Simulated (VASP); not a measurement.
# TiAl3: single point with LDA

Crystal: TiAl3.

```xyz
4
Lattice="-1.9053 1.9053 4.3934 1.9053 -1.9053 4.3934 1.9053 1.9053 -4.3934" Properties=species:S:1:pos:R:3 pbc="T T T"
Ti    0.0000    0.0000    0.0000
Al    0.0000    0.0000    4.3934
Al    0.0000    1.9053    2.1967
Al    1.9053    0.0000    2.1967
```

| Item | Value |
| --- | --- |
| Program | VASP 6.6.1 |
| Task | single point |
| Functional | LDA |
| Potentials or basis | VASP PAW LDA potentials, release 64 (Ti_sv, Al) |
| Cutoff | 520 eV |
| k mesh | 16 × 16 × 16 |
| Occupations | gaussian, width 0.15 eV |
| Spin | no spin polarisation |
| Dipole correction | no |
| Further INCAR settings | ALGO = Fast; EDIFF = 1e-06; NBANDS = 18 |

```
Pressure               : -5.1 GPa
Band gap on the k mesh : zero (an odd number of electrons rules out a gap without spin polarisation)
```

Stress tensor (GPa, compression positive):
```
-3.65  0.00  0.00
 0.00 -3.65  0.00
 0.00  0.00 -8.13
```

Levels at points of the mesh, in eV from the Fermi level:
```
           k point  band 8  band 9  band 10  band 11  band 12  band 13  band 14  band 15
(0.00, 0.00, 0.00)   -1.33   -1.11    -1.11     0.85     1.89     1.89     2.33     2.42
(0.50, 0.00, 0.00)   -3.05   -0.96    -0.34     0.54     1.79     2.22     2.63     3.33
(0.50, 0.50, 0.00)   -3.68   -2.56    -2.24    -1.02     1.77     1.92     2.54     2.74
(0.50, 0.50, 0.50)   -0.74   -0.74    -0.24     0.71     0.71     0.95     3.04     4.56
```

Run time: 15 min on 1 thread of Intel(R) Xeon(R) Platinum 8488C (Sapphire Rapids) (shared host), peak memory 0.49 GiB.

Caveat: the cell stands under tension.
